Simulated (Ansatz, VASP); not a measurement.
One calculation of Cd, two programs

File INCAR:

```
SYSTEM = Cd
ALGO = Fast
EDIFF = 1E-7
ENCUT = 520
GGA = PS
ISIF = 2
ISMEAR = 0
LASPH = .TRUE.
LCHARG = .TRUE.
LELF = .TRUE.
LREAL = .FALSE.
LVHAR = .TRUE.
LWAVE = .FALSE.
NBANDS = 12
NELM = 100
PREC = Accurate
SIGMA = 0.15
```

Contents of KPOINTS:

```
k-points
0
G
  18 18 18
  0 0 0
```

The input POSCAR:

```
Cd
1.0
    0.0000000000      2.2846942425      2.1516052575
    2.2846942425      0.0000000000      2.1516052575
    2.2846942425      2.2846942425      0.0000000000
Cd
1
Direct
    0.0000000000      0.0000000000      0.0000000000
```

Input for Ansatz:

```yaml
crystal:
  lattice:
    - [0.0, 2.2846942425, 2.1516052575]
    - [2.2846942425, 0.0, 2.1516052575]
    - [2.2846942425, 2.2846942425, 0.0]
  atoms:
    - { symbol: Cd, position: [0.0, 0.0, 0.0] }
basis:
  ecutwfc: 420
kpoints:
  mp_grid: { grid: [18, 18, 18] }
hamiltonian:
  xc: pbesol
scf:
  occupations: { method: gaussian, width: 0.15 }
output:
  forces: true
  stress: true
  eigenvalues: true
```

Change from the starting cell: strain +0.030 along x and y, -0.030 along z, atoms carried along.

Alike in both runs: task single point; functional PBEsol; k mesh 18 × 18 × 18; occupations gaussian, width 0.15 eV; no spin polarisation.

```csv
,VASP,Ansatz
version,VASP 6.6.1,Ansatz 0.2.0
potentials or method,"VASP PAW PBE potentials, release 64 (Cd), cutoff 520 eV","scalar-relativistic, plane waves, PAW"
valence electrons in the cell,12,20
```

```tsv
	VASP	Ansatz	Ansatz less VASP
gap on the k mesh at the Fermi level (eV)	none	none	-
pressure (GPa)	-3.0	-3.3	-0.28
traceless stress, the component that is largest in VASP (GPa)	0.93	0.92	-0.006
```

VASP's potentials were made for PBE, not for PBEsol. A gap of «none» marks a metal or a gap that the smearing closes. VASP's potentials hold 12 valence electrons a cell and Ansatz's 20, so a difference there can come from the potentials and not from the codes.
